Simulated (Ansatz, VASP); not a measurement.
# HgTe in VASP and in Ansatz

```xyz
2
Lattice="0.0000 3.1800 3.1800 3.1800 0.0000 3.1800 3.1800 3.1800 0.0000" Properties=species:S:1:pos:R:3 pbc="T T T"
Hg    0.0000    0.0000    0.0000
Te    3.1800    3.1800    3.1800
```

Alike in both runs: task relaxation of cell and atoms; functional revPBE; dispersion D3(BJ); k mesh 7 × 7 × 7; occupations fermi-dirac, width 0.05 eV; no spin polarisation.

```csv
,VASP,Ansatz
version,VASP 6.6.1,Ansatz 0.2.0
potentials or method,"VASP PAW PBE potentials, release 64 (Hg, Te)",Ansatz PAW
plane-wave cutoff (eV),600,420
valence electrons in the cell,18,36
```

|  | VASP | Ansatz | Ansatz less VASP |
| --- | --- | --- | --- |
| gap on the k mesh at the Fermi level, each at its own relaxed structure (eV) | none | none | - |
| relaxed volume (Å³/atom) | 27.06 | 26.99 | -0.069 |
| relaxed cell length with the largest relative difference (Å) | 4.246 | 4.242 | -0.0036 |

VASP's potentials were made for PBE, not for revPBE. A gap of «none» marks a metal or a gap that the smearing closes. VASP's potentials hold 18 valence electrons a cell and Ansatz's 36, so a difference there can come from the potentials and not from the codes.

Spin-orbit coupling is off throughout. Noted on VASP's run: the volume moved by over 15 % at a fixed basis, so the end points are rough. Noted on Ansatz's run: the volume moved by over 15 % at a fixed basis, so the end points are rough; the plane-wave basis is chosen anew once the cell has moved, so the energies of steps on either side of that aren't comparable.
